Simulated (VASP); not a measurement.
Set up this calculation in VASP 6.6.1, as the native input.

| Property | Result |
| --- | --- |
| Task | single point |
| Functional | PBE-based screened hybrid with 35 % exact exchange |
| Potentials or basis | VASP PAW PBE potentials, release 64 (Ca_sv, B) |
| Cutoff | 520 eV |
| k mesh | 5 × 5 × 4 |
| Occupations | fermi-dirac, width 0.05 eV |
| Spin | no spin polarisation |
| Dipole correction | no |
| Grid for exact exchange (PRECFOCK) | Normal |
| Share of exact exchange | 0.35 |
| Further INCAR settings | ALGO = Normal; EDIFF = 1e-07; NBANDS = 15 |
| Screening parameter | 0.20787 1/Å |

CaB2:

```
Ca B
1.0
     3.22643    0.00000    0.00000
    -1.61322    2.79417    0.00000
     0.00000    0.00000    4.06739
Ca B
1 2
Direct
  0.00000 0.00000 0.00000
  0.66667 0.33333 0.50000
  0.33333 0.66667 0.50000
```

The input as run:

POSCAR

```
CaB2
1.0
    3.2264302843      0.0000000000      0.0000000000
   -1.6132151421      2.7941705897      0.0000000000
    0.0000000000      0.0000000000      4.0673920000
Ca B
1 2
Direct
    0.0000000000      0.0000000000      0.0000000000
    0.6666666667      0.3333333333      0.5000000000
    0.3333333333      0.6666666667      0.5000000000
```

INCAR.step1

```
SYSTEM = CaB2
  PREC = Accurate
  ENCUT = 520
  EDIFF = 1E-5
  ISMEAR = -1
  SIGMA = 0.05
  LREAL = .False.
  LASPH = .True.
  NELM = 100
  ALGO = Normal
  ISIF = 2
  LWAVE = .True.
  LCHARG = .False.
  NBANDS = 15
  GGA = PE
```

INCAR.step2

```
SYSTEM = CaB2
  PREC = Accurate
  ENCUT = 520
  EDIFF = 1E-7
  ISMEAR = -1
  SIGMA = 0.05
  LREAL = .False.
  LASPH = .True.
  NELM = 100
  ALGO = Normal
  ISIF = 2
  LWAVE = .False.
  LCHARG = .False.
  GGA = PE
  LHFCALC = .True.
  AEXX = 0.35
  HFSCREEN = 0.2078699
  PRECFOCK = Normal
  NBANDS = 15
  ISTART = 1
```

KPOINTS

```
regular mesh
0
Gamma
  5 5 4
  0 0 0
```

Potentials or basis: VASP PAW PBE potentials, release 64 (Ca_sv, B).

Launch:

```bash
$ cat potpaw_PBE.64/Ca_sv/POTCAR potpaw_PBE.64/B/POTCAR > POTCAR
$ cp INCAR.step1 INCAR
$ mpirun -np 1 vasp_std > vasp.out
$ cp INCAR.step2 INCAR
$ mpirun -np 1 vasp_std > vasp.out
```

Results of the run:

- Pressure: -0.6 GPa
- Band gap on the k mesh: zero (bands 8 and 9 overlap by 1.16 eV)

Caveat: the k points lie up to 0.45 Å⁻¹ apart, too coarse for converged energies and pressures of a metal; the PAW data sets were made with another functional, which shifts forces and pressure a little.

It took 13 min on 1 thread of AMD EPYC 7R43 64-Core Processor (Zen 3), on a shared host, peak memory 0.23 GiB.
